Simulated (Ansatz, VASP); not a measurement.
**Two plane-wave programs on InSe**

INCAR

```
PREC     = Accurate       # precision mode
ENCUT    = 520            # plane-wave cutoff, eV
EDIFF    = 1E-6           # SCF threshold, eV
ISMEAR   = 0              # smearing method
SIGMA    = 0.05           # smearing width, eV
LREAL    = F              # projectors in reciprocal space
LASPH    = T              # aspherical terms in the spheres
NELM     = 80             # most SCF steps
ALGO     = Normal         # electronic algorithm
ISIF     = 2              # what is computed and relaxed
LWAVE    = F              # write WAVECAR
LCHARG   = F              # write CHGCAR
GGA      = PS             # functional
NBANDS   = 48             # bands
```

File KPOINTS:

```
regular mesh
0
Gamma
  12 12 2
```

Contents of POSCAR:

```
InSe
1.0
    4.0058502099      0.0000000000      0.0000000000
   -2.0029251050      3.4691680455      0.0000000000
    0.0000000000      0.0000000000     17.0021652134
In Se
4 4
Direct
    0.3333333333      0.6666666667      0.1715697283
    0.6666666667      0.3333333333      0.6715697283
    0.3333333333      0.6666666667      0.3284302717
    0.6666666667      0.3333333333      0.8284302717
    0.3333333333      0.6666666667      0.5990099739
    0.6666666667      0.3333333333      0.0990099739
    0.3333333333      0.6666666667      0.9009900261
    0.6666666667      0.3333333333      0.4009900261
```

Input for Ansatz:

```yaml
crystal:
  lattice:
    - [4.0058502099, 0.0, 0.0]
    - [-2.002925105, 3.4691680455, 0.0]
    - [0.0, 0.0, 17.0021652134]
  atoms:
    - { symbol: In, position: [0.3333333333, 0.6666666667, 0.1715697283] }
    - { symbol: In, position: [0.6666666667, 0.3333333333, 0.6715697283] }
    - { symbol: In, position: [0.3333333333, 0.6666666667, 0.3284302717] }
    - { symbol: In, position: [0.6666666667, 0.3333333333, 0.8284302717] }
    - { symbol: Se, position: [0.3333333333, 0.6666666667, 0.5990099739] }
    - { symbol: Se, position: [0.6666666667, 0.3333333333, 0.0990099739] }
    - { symbol: Se, position: [0.3333333333, 0.6666666667, 0.9009900261] }
    - { symbol: Se, position: [0.6666666667, 0.3333333333, 0.4009900261] }
basis:
  ecutwfc: 420
kpoints:
  mp_grid: { grid: [12, 12, 2] }
hamiltonian:
  xc: pbesol
scf:
  occupations: { method: gaussian, width: 0.05 }
output:
  forces: true
  stress: true
  eigenvalues: true
```

Change from the starting cell: mode 12 (107.6 1/cm) frozen in, largest displacement +0.100 Å.

Alike in both runs: task single point; functional PBEsol; k mesh 12 × 12 × 2; occupations gaussian, width 0.05 eV; no spin polarisation.

|  | VASP | Ansatz |
| --- | --- | --- |
| version | VASP 6.6.1 | Ansatz 0.2.0 |
| potentials or method | VASP PAW PBE potentials, release 64 (In_d, Se), cutoff 520 eV | scalar-relativistic, plane waves, PAW |
| valence electrons in the cell | 76 | 116 |

|  | VASP | Ansatz | Ansatz less VASP |
| --- | --- | --- | --- |
| gap on the k mesh at the Fermi level (eV) | 0.50 | 0.51 | +0.012 |
| least direct gap on the mesh (eV) | 0.50 | 0.51 | +0.012 |
| pressure (GPa) | 1.8 | 1.7 | -0.07 |
| traceless stress, the component that is largest in VASP (GPa) | 1.73 | 1.74 | +0.016 |
| rms of the force components (eV/Å) | 0.209 | 0.209 | 0.0000 |

VASP's potentials were made for PBE, not for PBEsol. Atom by atom the forces differ by 0.012 eV/Å (rms over components). VASP's potentials hold 76 valence electrons a cell and Ansatz's 116, so a difference there can come from the potentials and not from the codes.
